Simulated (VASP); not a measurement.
Here is a VASP 6.6.1 calculation.

Contents of INCAR:

```
  ALGO = Normal
  EDIFF = 1E-7
  EDIFFG = -0.04
  ENCUT = 600
  GGA = PE
  IBRION = 2
  ISIF = 3
  ISMEAR = 0
  ISPIN = 2
  LASPH = T
  LCHARG = F
  LORBIT = 11
  LREAL = F
  LWAVE = F
  MAGMOM = 0 0 0 0 0 1
  NELM = 150
  NSW = 90
  PREC = Accurate
  SIGMA = 0.1
```

The input KPOINTS:

```
k-points
0
Gamma
  6 6 4
```

The input POSCAR:

```
Zn5O
1.0
    4.9224642100      0.0000000000      0.0000000000
   -2.4612321000      4.2629790500      0.0000000000
    0.0000000000      0.0000000000      4.1359137800
Zn O
5 1
Direct
    0.0000000000      0.5000000000      0.5000000000
    0.3333333300      0.6666666700      0.0000000000
    0.6666666700      0.3333333300      0.0000000000
    0.5000000000      0.0000000000      0.5000000000
    0.5000000000      0.5000000000      0.5000000000
    0.0000000000      0.0000000000      0.0000000000
```

Potentials or basis: VASP PAW PBE potentials, release 64 (Zn, O).

The run is started by

```sh
$ cat potpaw_PBE.64/Zn/POTCAR potpaw_PBE.64/O/POTCAR > POTCAR
$ mpirun -np 1 vasp_std > vasp.out
```

Problem. Estimate the space group after relaxing (to 0.1 Å).

Solution. P6/mmm (No. 191).

Problem. Predict the net moment.

Solution. 0.00 μB per cell.

Problem. Predict the relaxed cell.

Solution. a = 5.013 Å, b = 5.013 Å, c = 4.385 Å, α = 90.00°, β = 90.00°, γ = 120.00°.

Final structure:
```
Zn O
1.0
     5.01323    0.00000    0.00000
    -2.50662    4.34158    0.00000
     0.00000    0.00000    4.38519
Zn O
5 1
Direct
  0.00000 0.50000 0.50000
  0.33333 0.66667 0.00000
  0.66667 0.33333 0.00000
  0.50000 0.00000 0.50000
  0.50000 0.50000 0.50000
  0.00000 0.00000 0.00000
```
